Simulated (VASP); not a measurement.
CsPbCl3:

```
Cs Pb Cl
1.0
     5.60500    0.00000    0.00000
     0.00000    5.60500    0.00000
     0.00000    0.00000    5.60500
Cs Pb Cl
1 1 3
Direct
  0.00000 0.00000 0.00000
  0.50000 0.50000 0.50000
  0.50000 0.50000 0.00000
  0.00000 0.50000 0.50000
  0.50000 0.00000 0.50000
```

| Item | Value |
| --- | --- |
| Program | VASP 6.6.1 |
| Task | relaxation of cell and atoms |
| Functional | PBE |
| Potentials or basis | VASP PAW PBE potentials, release 64 (Cs_sv, Pb_d, Cl) |
| Cutoff | 600 eV |
| k mesh | 4 × 4 × 4 |
| Occupations | gaussian, width 0.01 eV |
| Spin | no spin polarisation |

At the start: pressure 1.8 GPa; volume 35.22 Å³/atom.

Question: Where does the relaxation end?

Answer: Over 3 steps the energy falls by 14.0 meV/atom and the volume is 37.83 Å³/atom (+7.4 %); space group Pm-3m (No. 221, to 0.1 Å) before and after.

The path:
```tsv
step	energy change (eV)	largest force (eV/Å)	pressure (GPa)	volume (Å³)
1	0.0000	0.0000	1.85	176.09
2	-0.0677	0.0000	0.29	186.65
3	-0.0698	0.0000	-0.02	189.13
```

Final structure:
```cif
data_structure
_symmetry_space_group_name_H-M 'P 1'
_symmetry_Int_Tables_number 1
_cell_length_a 5.7402
_cell_length_b 5.7402
_cell_length_c 5.7402
_cell_angle_alpha 90.000
_cell_angle_beta 90.000
_cell_angle_gamma 90.000
_cell_volume 189.13
loop_
_atom_site_label
_atom_site_type_symbol
_atom_site_fract_x
_atom_site_fract_y
_atom_site_fract_z
_atom_site_occupancy
Cs1 Cs 0.00000 0.00000 0.00000 1
Pb1 Pb 0.50000 0.50000 0.50000 1
Cl1 Cl 0.50000 0.50000 0.00000 1
Cl2 Cl 0.00000 0.50000 0.50000 1
Cl3 Cl 0.50000 0.00000 0.50000 1
```
